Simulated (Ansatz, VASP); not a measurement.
**SrMg in VASP and in Ansatz**

```
Sr Mg
1.0
     4.00992    0.00000    0.00000
     0.00000    4.00992    0.00000
     0.00000    0.00000    3.68912
Sr Mg
1 1
Direct
  0.50000 0.50000 0.50000
  0.00000 0.00000 0.00000
```

Alike in both runs: task single point; functional LDA; k mesh 14 × 14 × 14; occupations gaussian, width 0.15 eV; no spin polarisation.

```csv
,VASP,Ansatz
version,VASP 6.6.1,Ansatz 0.2.0
potentials or method,"VASP PAW LDA potentials, release 64 (Sr_sv, Mg), cutoff 520 eV","scalar-relativistic, plane waves, PAW"
valence electrons in the cell,12,20
```

```csv
,VASP,Ansatz,Ansatz less VASP
gap on the k mesh at the Fermi level (eV),none,none,-
pressure (GPa),3.3,3.4,+0.15
"traceless stress, the component that is largest in VASP (GPa)",0.98,0.96,-0.013
```

LDA's correlation is that of Perdew and Zunger in VASP and of Perdew and Wang (1992) in Ansatz. A gap of «none» marks a metal or a gap that the smearing closes. VASP's potentials hold 12 valence electrons a cell and Ansatz's 20, so a difference there can come from the potentials and not from the codes.
